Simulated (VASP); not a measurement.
Runs of VASP 6.6.1 on P. The structure is that of space group R-3m (No. 166), or close to it. The cells are those of the table. 

| cell | gap on the mesh (eV) | pressure (GPa) | largest force (eV/Å) |
| --- | --- | --- | --- |
| a = 3.718 Å, angles 53.5°, 2 atoms | none | (a) | 0.17 |
| a = 3.822 Å, angles 55.4°, 2 atoms | none | -6.9 | 0.57 |
| a = 3.782 Å, angles 56.1°, 2 atoms | none | -6.3 | 0.41 |
| a = 3.671 Å, angles 56.1°, 2 atoms | none | 1.1 | 0.15 |
| a = 3.759 Å, angles 52.9°, 2 atoms | none | 5.0 | 0.02 |
| a = 3.655 Å, angles 55.4°, 2 atoms | none | (b) | 0.30 |

Alike in all rows: task single point; level r2SCAN; potentials or basis VASP PAW PBE potentials, release 64 (P); no spin polarisation; k mesh 18 × 18 × 18; cutoff (eV) 520; smearing gaussian 0.15 eV.

Question: Fill in the values left out.

Answer: (a) 6.2; (b) 4.7.

Caveats: the PAW data sets were made with another functional, which shifts forces and pressure a little; the cell stands under pressure (at least some runs); the cell stands under tension (at least some runs).

A gap of «none» marks levels without a gap at the run's occupations.
